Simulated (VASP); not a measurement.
# Ru (P6_3/mmc) in VASP: notebook

The runs below take Ru through relaxation of shape and atoms at fixed volume, single point, with r2SCAN.

Program: VASP 6.6.1. These are calculated values, not measurements. Logs are shortened: lines on timing, memory, paths and dates and some standing lists are left out, and cuts for length are marked.

## Step 1: The cell of the first run

The structure is hexagonal, space group P6_3/mmc (No. 194). The conventional cell has a = 2.792 Å, b = 2.792 Å, c = 4.395 Å, α = 90.00°, β = 90.00°, γ = 120.00°. Ru (site symmetry -6m2) has 12 Ru at 2.73 to 2.79 Å within 3.6 Å.

## Step 2: Relaxation of shape and atoms at fixed volume, r2SCAN (volume scaled by 1.10)

File POSCAR:

```
Ru
1.0
    2.7924716372      0.0000000000      0.0000000000
   -1.3962358186      2.4183513771      0.0000000000
    0.0000000000      0.0000000000      4.3945571410
Ru
2
Direct
    0.3333333333      0.6666666667      0.2500000000
    0.6666666667      0.3333333333      0.7500000000
```

File INCAR.step1:

```
PREC = Accurate
ENCUT = 600
ISMEAR = 0
SIGMA = 0.1
LREAL = F
LASPH = T
NELM = 80
GGA = PE
ALGO = Normal
EDIFF = 1E-4
LWAVE = T
LCHARG = F
```

File INCAR.step2:

```
PREC = Accurate
ENCUT = 600
EDIFF = 1E-7
ISMEAR = 0
SIGMA = 0.1
LREAL = F
LASPH = T
NELM = 80
ALGO = Normal
ISIF = 4
LWAVE = F
LCHARG = F
METAGGA = R2SCAN
LMIXTAU = T
IBRION = 2
NSW = 50
EDIFFG = -0.01
ISTART = 1
```

File KPOINTS:

```
regular mesh
0
Gamma
  18 18 10
```

Potentials or basis: VASP PAW PBE potentials, release 64 (Ru_pv).

The run is started by

```bash
cat potpaw_PBE.64/Ru_pv/POTCAR > POTCAR
cp INCAR.step1 INCAR
mpirun -np 1 vasp_std > vasp.out
cp INCAR.step2 INCAR
mpirun -np 1 vasp_std > vasp.out
```

OUTCAR:

```text
PREC = Accurate
   ENCUT = 600
   EDIFF = 1E-7
   ISMEAR = 0
   LREAL = F
   LASPH = T
   NELM = 80
   ISIF = 4
   METAGGA = R2SCAN
   IBRION = 2
   NSW = 50
   EDIFFG = -0.01
   ISTART = 1

 ion  position               nearest neighbor table
   1  0.333  0.667  0.250-   2 2.73   2 2.73   2 2.73   2 2.73   2 2.73   2 2.73
   2  0.667  0.333  0.750-   1 2.73   1 2.73   1 2.73   1 2.73   1 2.73   1 2.73

  LATTYP: Found a hexagonal cell.
 ALAT       =     2.7924716372
 C/A-ratio  =     1.5737159448

  Lattice vectors:

 A1 = (   2.7924716372,   0.0000000000,   0.0000000000)
 A2 = (  -1.3962358186,   2.4183513771,   0.0000000000)
 A3 = (   0.0000000000,   0.0000000000,   4.3945571410)

Analysis of symmetry for initial positions (statically):
=====================================================================
 Subroutine PRICEL returns:
 Original cell was already a primitive cell.

 Routine SETGRP: Setting up the symmetry group for a
 hexagonal supercell.

 Subroutine GETGRP returns: Found 24 space group operations
 (whereof 12 operations were pure point group operations)
 out of a pool of 24 trial point group operations.

The static configuration has the point symmetry D_3d.
 The point group associated with its full space group is D_6h.

Analysis of symmetry for dynamics (positions and initial velocities):
=====================================================================
 Subroutine PRICEL returns:
 Original cell was already a primitive cell.

 Routine SETGRP: Setting up the symmetry group for a
 hexagonal supercell.

 Subroutine GETGRP returns: Found 24 space group operations
 (whereof 12 operations were pure point group operations)
 out of a pool of 24 trial point group operations.

The dynamic configuration has the point symmetry D_3d.
 The point group associated with its full space group is D_6h.

 Subroutine INISYM returns: Found 24 space group operations
 (whereof 12 operations are pure point group operations),
 and found     1 'primitive' translations

----------------------------------------------------------------------------------------

                                     Primitive cell

  volume of cell :      29.6772

  direct lattice vectors                    reciprocal lattice vectors
     2.792471637  0.000000000  0.000000000     0.358105696  0.206752420  0.000000000
    -1.396235819  2.418351377  0.000000000     0.000000000  0.413504840  0.000000000
     0.000000000  0.000000000  4.394557141     0.000000000  0.000000000  0.227554215

  length of vectors
     2.792471637  2.792471637  4.394557141     0.413504840  0.413504840  0.227554215

  position of ions in fractional coordinates (direct lattice)
     0.333333333  0.666666667  0.250000000
     0.666666667  0.333333333  0.750000000

  ion indices of the primitive-cell ions
   primitive index   ion index
                 1           1
                 2           2

----------------------------------------------------------------------------------------

 KPOINTS: regular mesh

Automatic generation of k-mesh.
 Grid dimensions read from file:
 generate k-points for:   18   18   10

 Generating k-lattice:

  Cartesian coordinates                     Fractional coordinates (reciprocal lattice)
     0.019894761  0.011486246  0.000000000     0.055555556  0.000000000  0.000000000
     0.000000000  0.022972491  0.000000000     0.000000000  0.055555556  0.000000000
     0.000000000  0.000000000  0.022755421     0.000000000  0.000000000  0.100000000

  Length of vectors
     0.022972491  0.022972491  0.022755421

  Shift w.r.t. Gamma in fractional coordinates (k-lattice)
     0.000000000  0.000000000  0.000000000

 Subroutine IBZKPT returns following result:
 ===========================================

 Found    222 irreducible k-points:

 Following reciprocal coordinates:
            Coordinates               Weight
  0.000000  0.000000  0.000000      1.000000
  0.055556  0.000000  0.000000      6.000000
  0.111111  0.000000  0.000000      6.000000
  0.166667  0.000000  0.000000      6.000000
  0.222222  0.000000  0.000000      6.000000
  0.277778  0.000000  0.000000      6.000000
[... 16 lines left out ...]
  0.333333  0.111111  0.000000     12.000000
  0.388889  0.111111  0.000000     12.000000
 [... further k-points ...]
   k-points           NKPTS =    222   k-points in BZ     NKDIM =    222   number of bands    NBANDS=     18
   number of dos      NEDOS =    301   number of ions     NIONS =      2
   total plane-waves  NPLWV =  20736
   dimension x,y,z NGX =    24 NGY =   24 NGZ =   36
   dimension x,y,z NGXF=    48 NGYF=   48 NGZF=   72
   ions per type =               2
   NGX,Y,Z   is equivalent  to a cutoff of  14.29, 14.29, 13.62 a.u.
   NGXF,Y,Z  is equivalent  to a cutoff of  28.58, 28.58, 27.24 a.u.
 SYSTEM =  unknown system
   PREC   = accura    normal or accurate (medium, high low for compatibility)
   ISTART =      1    job   : 0-new  1-cont  2-samecut
   ICHARG =      0    charge: 1-file 2-atom 10-const
   ISPIN  =      1    spin polarized calculation?
   LNONCOLLINEAR =      F non collinear calculations
   LSORBIT =      F    spin-orbit coupling
   LASPH  =      T    aspherical Exc in radial PAW
   ENCUT  =  600.0 eV  44.10 Ry    6.64 a.u.   5.58  5.58  8.78*2*pi/ulx,y,z
   NELM   =     80;   NELMIN=  2; NELMDL=  0     # of ELM steps
   EDIFF  = 0.1E-06   stopping-criterion for ELM
   LREAL  =      F    real-space projection
   EDIFFG = -.1E-01   stopping-criterion for IOM
   NSW    =     50    number of steps for IOM
   IBRION =      2    ionic relax: 0-MD 1-quasi-New 2-CG
   NFREE  =      1    steps in history (QN), initial steepest desc. (CG)
   ISIF   =      4    stress and relaxation
   ISYM   =      2    0-nonsym 1-usesym 2-fastsym
   POTIM  = 0.5000    time-step for ionic-motion
   TEBEG  =    0.0;   TEEND  =   0.0 temperature during run
   PSTRESS=    0.0 pullay stress
   NELECT =      28.0000    total number of electrons
   NUPDOWN=      -1.0000    fix difference up-down
   EMIN   =  10.00;   EMAX   =-10.00  energy-range for DOS
   EFERMI =   0.00;   METHOD = LEGACY
   ISMEAR =     0;   SIGMA  =   0.10  broadening in eV -4-tet -1-fermi 0-gaus
   EFERMI_NEDOS =   21; number of points for ismear=-14 and -15
   IALGO  =     38    algorithm
   IMIX   =      4    mixing-type and parameters
     AMIX     =   0.40;   BMIX     =  1.00
     AMIX_MAG =   1.60;   BMIX_MAG =  1.00
  volume/ion in A,a.u.               =      14.84       100.14
  Fermi-wavevector in a.u.,A,eV,Ry     =   1.605658  3.034254 35.077697  2.578138
  Thomas-Fermi vector in A             =   2.701969
   LORBIT       =      0    0 simple, 1 ext, 2 COOP (PROOUT), +10 PAW based schemes
   METAGGA = R2SCAN    functional components
   LHFCALC =     F    Hartree Fock is set to
   AEXX    =    0.0000 exact exchange contribution
   IVDW    =     0    specifies the selected vdW correction
   LEPSILON=     F    determine dielectric tensor
   LRPA    =     F    only Hartree local field effects (RPA)
 conjugate gradient relaxation of ions
 non-spin polarized calculation
 Gauss-broadening in eV      SIGMA  =   0.10
  energy-cutoff  :      600.00
  volume of cell :       29.68
 maximum number of plane-waves:      1020
 NGX is ok and might be reduce to    24
   NGX = 11   NGY = 11   NGZ = 17

--------------------------------------- Ionic step        1  -------------------------------------------

 number of electron      28.0000000 magnetization

 Free energy of the ion-electron system (eV)
  ---------------------------------------------------
  ext. energy  EPLUGINS =         0.00000000
  ---------------------------------------------------
  free energy    TOTEN  =       -50.64191955 eV

  energy without entropy =      -50.63183040  energy(sigma->0) =      -50.63687498

------------------------ aborting loop because EDIFF is reached ----------------------------------------

  FORCE on cell =-STRESS in cart. coord.  units (eV):
  Direction    XX          YY          ZZ          XY          YZ          ZX
  --------------------------------------------------------------------------------------
  -------------------------------------------------------------------------------------
  Total       -4.5176665     -4.5176665     -4.6285605      0.0000000      0.0000000     -0.0000000
  in kB     -243.8941917   -243.8941917   -249.8810032      0.0000000      0.0000000     -0.0000000
  external PRESSURE =    -245.8897955 kB  Pullay stress =       0.0000000 kB

 VOLUME and BASIS-vectors are now :
 -----------------------------------------------------------------------------
  energy-cutoff  :      600.00
  volume of cell :       29.68
      direct lattice vectors                 reciprocal lattice vectors
     2.792471637  0.000000000  0.000000000     0.358105696  0.206752420  0.000000000
    -1.396235819  2.418351377  0.000000000     0.000000000  0.413504840  0.000000000
     0.000000000  0.000000000  4.394557141     0.000000000  0.000000000  0.227554215
[... 37 lines left out ...]
 POSITION                                       TOTAL-FORCE (eV/Angst)
 -----------------------------------------------------------------------------------
     -0.00000      1.61367      1.09668        -0.000000      0.000000      0.000000
      1.39748      0.80684      3.29004         0.000000     -0.000000      0.000000
 -----------------------------------------------------------------------------------
    total drift:                                0.000000     -0.000000      0.000000

  FREE ENERGIE OF THE ION-ELECTRON SYSTEM (eV)
  ---------------------------------------------------
  free  energy   TOTEN  =       -50.6419771258 eV

  energy  without entropy=      -50.6318741953  energy(sigma->0) =      -50.63692566

--------------------------------------- Ionic step        3  -------------------------------------------

 number of electron      28.0000000 magnetization

 Free energy of the ion-electron system (eV)
  ---------------------------------------------------
  ext. energy  EPLUGINS =         0.00000000
  ---------------------------------------------------
  free energy    TOTEN  =       -50.64199029 eV

  energy without entropy =      -50.63188899  energy(sigma->0) =      -50.63693964

 E-fermi :  11.1611     XC(G=0): -14.7821

 val. band max:       11.1589129938   @ k =   0.2778   0.1667   0.1000
 cond. band min:      11.1710807019   @ k =   0.2778   0.1667   0.0000
 fundamental gap:      0.0121677080
 Fermi energy:        11.1610735182

 k-point     1 :       0.0000    0.0000    0.0000
  band No.  band energies     occupation
      1     -33.6004      2.00000
      2     -32.8491      2.00000
      3     -32.8491      2.00000
      4     -32.7047      2.00000
      5     -32.7047      2.00000
      6     -32.6658      2.00000
[... 10 lines left out ...]
     17      12.2417      0.00000
     18      12.5183      0.00000
[... 463 lines left out ...]
 k-point    24 :       0.3889    0.1111    0.0000
  band No.  band energies     occupation
      1     -33.3923      2.00000
      2     -33.2429      2.00000
      3     -33.2127      2.00000
      4     -33.0589      2.00000
      5     -32.9066      2.00000
      6     -32.8386      2.00000
[... 10 lines left out ...]
     17      14.6011      0.00000
     18      18.1384      0.00000

 [... further k-points ...]
[... 5 lines left out ...]
  --------------------------------------------------------------------------------------
  -------------------------------------------------------------------------------------
  Total       -4.5542223     -4.5542223     -4.5527756      0.0000000      0.0000000      0.0000000
  in kB     -245.8677221   -245.8677220   -245.7896194      0.0000000      0.0000000      0.0000000
  external PRESSURE =    -245.8416878 kB  Pullay stress =       0.0000000 kB

 VOLUME and BASIS-vectors are now :
 -----------------------------------------------------------------------------
  energy-cutoff  :      600.00
  volume of cell :       29.68
      direct lattice vectors                 reciprocal lattice vectors
     2.794225944  0.000000000 -0.000000000     0.357880866  0.206622614 -0.000000000
    -1.397112972  2.419870652  0.000000000    -0.000000000  0.413245228 -0.000000000
    -0.000000000  0.000000000  4.389040778     0.000000000 -0.000000000  0.227840216

 POSITION                                       TOTAL-FORCE (eV/Angst)
 -----------------------------------------------------------------------------------
     -0.00000      1.61325      1.09726        -0.000000      0.000000      0.000000
      1.39711      0.80662      3.29178         0.000000     -0.000000      0.000000
 -----------------------------------------------------------------------------------
    total drift:                                0.000000     -0.000000      0.000000

  FREE ENERGIE OF THE ION-ELECTRON SYSTEM (eV)
  ---------------------------------------------------
  free  energy   TOTEN  =       -50.6419902853 eV

  energy  without entropy=      -50.6318889850  energy(sigma->0) =      -50.63693964

 reached required accuracy - stopping structural energy minimisation
```

Wall time 11 min (1 thread of Intel Xeon 6975P-C, shared host); peak memory 0.26 GiB.

What came out:

| Item | Value |
| --- | --- |
| Free energy | -50.6420 eV |
| Energy gained by relaxing | 0.0 meV/atom |
| Ionic steps | 3 |
| Pressure after relaxing | -24.6 GPa |
| Band gap on the k mesh | zero (band 14 reaches 12.53 eV, above the bottom of band 15 at 9.67 eV) |

Final structure:
```yaml
crystal:
  lattice:
    - [2.79423, 0.00000, 0.00000]
    - [-1.39711, 2.41987, 0.00000]
    - [0.00000, 0.00000, 4.38904]
  atoms:
    - { symbol: Ru, position: [0.33333, 0.66667, 0.25000] }
    - { symbol: Ru, position: [0.66667, 0.33333, 0.75000] }
```

Caveat: the cell differs from its parent crystal (volume scaled by 1.10); the PAW data sets were made with another functional, which shifts forces and pressure a little.

## Step 3: Single point, r2SCAN

This run uses another cell than the first one, of 13.49 Å³/atom, 0.909 times its volume.

File POSCAR:

```
Ru
1.0
    2.7023482492      0.0000000000      0.0000000000
   -1.3511741246      2.3403022337      0.0000000000
    0.0000000000      0.0000000000      4.2659655209
Ru
2
Direct
    0.3333333333      0.6666666667      0.2500000000
    0.6666666667      0.3333333333      0.7500000000
```

File INCAR.step1:

```
ALGO     = Normal         # electronic algorithm
EDIFF    = 1E-4           # SCF threshold, eV
ENCUT    = 520            # plane-wave cutoff, eV
GGA      = PE             # functional
ISMEAR   = 0              # smearing method
LASPH    = True           # aspherical terms in the spheres
LCHARG   = False          # write CHGCAR
LREAL    = False          # projectors in reciprocal space
LWAVE    = True           # write WAVECAR
NBANDS   = 21             # bands
NELM     = 80             # most SCF steps
PREC     = Accurate       # precision mode
SIGMA    = 0.1            # smearing width, eV
```

File INCAR.step2:

```
ALGO     = Normal         # electronic algorithm
EDIFF    = 1E-7           # SCF threshold, eV
ENCUT    = 520            # plane-wave cutoff, eV
ISIF     = 2              # what is computed and relaxed
ISMEAR   = 0              # smearing method
ISTART   = 1            
LASPH    = True           # aspherical terms in the spheres
LCHARG   = True           # write CHGCAR
LELF     = True           # ELF
LMIXTAU  = True         
LREAL    = False          # projectors in reciprocal space
LVHAR    = True         
LWAVE    = False          # write WAVECAR
METAGGA  = R2SCAN         # meta-GGA
NBANDS   = 21             # bands
NELM     = 80             # most SCF steps
PREC     = Accurate       # precision mode
SIGMA    = 0.1            # smearing width, eV
```

File KPOINTS:

```
k-points
0
Gamma
  18 18 10
```

Potentials or basis: VASP PAW PBE potentials, release 64 (Ru_pv).

The run is started by

```bash
cat potpaw_PBE.64/Ru_pv/POTCAR > POTCAR
cp INCAR.step1 INCAR
mpirun -np 1 vasp_std > vasp.out
cp INCAR.step2 INCAR
mpirun -np 1 vasp_std > vasp.out
```

OUTCAR:

```text
EDIFF = 1E-7
   ENCUT = 520
   ISIF = 2
   ISMEAR = 0
   ISTART = 1
   LASPH = True
   LREAL = False
   METAGGA = R2SCAN
   NELM = 80
   PREC = Accurate

 ion  position               nearest neighbor table
   1  0.333  0.667  0.250-   2 2.64   2 2.64   2 2.64   2 2.64   2 2.64   2 2.64
   2  0.667  0.333  0.750-   1 2.64   1 2.64   1 2.64   1 2.64   1 2.64   1 2.64

  LATTYP: Found a hexagonal cell.
 ALAT       =     2.7023482492
 C/A-ratio  =     1.5786142745

  Lattice vectors:
[... 191 lines left out ...]
      1     -32.2680      2.00000
      2     -31.2396      2.00000
      3     -31.2396      2.00000
      4     -31.0506      2.00000
      5     -31.0506      2.00000
      6     -31.0020      2.00000
[... 565 lines left out ...]
     20      21.2575      0.00000
     21      24.6521      0.00000

 [... further k-points ...]
[... 5 lines left out ...]
  --------------------------------------------------------------------------------------
  -------------------------------------------------------------------------------------
  Total        0.2511622      0.2511622      0.2786397      0.0000000      0.0000000      0.0000000
  in kB       14.9153765     14.9153765     16.5471398      0.0000000      0.0000000      0.0000000
  external PRESSURE =      15.4592976 kB  Pullay stress =       0.0000000 kB

 VOLUME and BASIS-vectors are now :
 -----------------------------------------------------------------------------
  energy-cutoff  :      520.00
  volume of cell :       26.98
      direct lattice vectors                 reciprocal lattice vectors
     2.702348249  0.000000000  0.000000000     0.370048531  0.213647619  0.000000000
    -1.351174125  2.340302234  0.000000000     0.000000000  0.427295238  0.000000000
     0.000000000  0.000000000  4.265965521     0.000000000  0.000000000  0.234413521

 POSITION                                       TOTAL-FORCE (eV/Angst)
 -----------------------------------------------------------------------------------
     -0.00000      1.56020      1.06649         0.000000      0.000000      0.000000
      1.35117      0.78010      3.19947        -0.000000     -0.000000      0.000000
 -----------------------------------------------------------------------------------
    total drift:                               -0.000000      0.000000     -0.000000

  FREE ENERGIE OF THE ION-ELECTRON SYSTEM (eV)
  ---------------------------------------------------
  free  energy   TOTEN  =       -50.8589404937 eV

  energy  without entropy=      -50.8501343804  energy(sigma->0) =      -50.85453744
```

Run time: 7.4 min. Hardware: 1 thread of Intel Xeon Platinum 8375C at 2.90GHz (Ice Lake), shared host; peak memory 0.22 GiB.

Results:

```
Free energy            : -50.8589 eV
Pressure               : 1.5 GPa
Band gap on the k mesh : zero (band 14 reaches 14.41 eV, above the bottom of band 15 at 11.12 eV)
```

Caveat: the PAW data sets were made with another functional, which shifts forces and pressure a little.

(Part 1 of 2 ends here.)
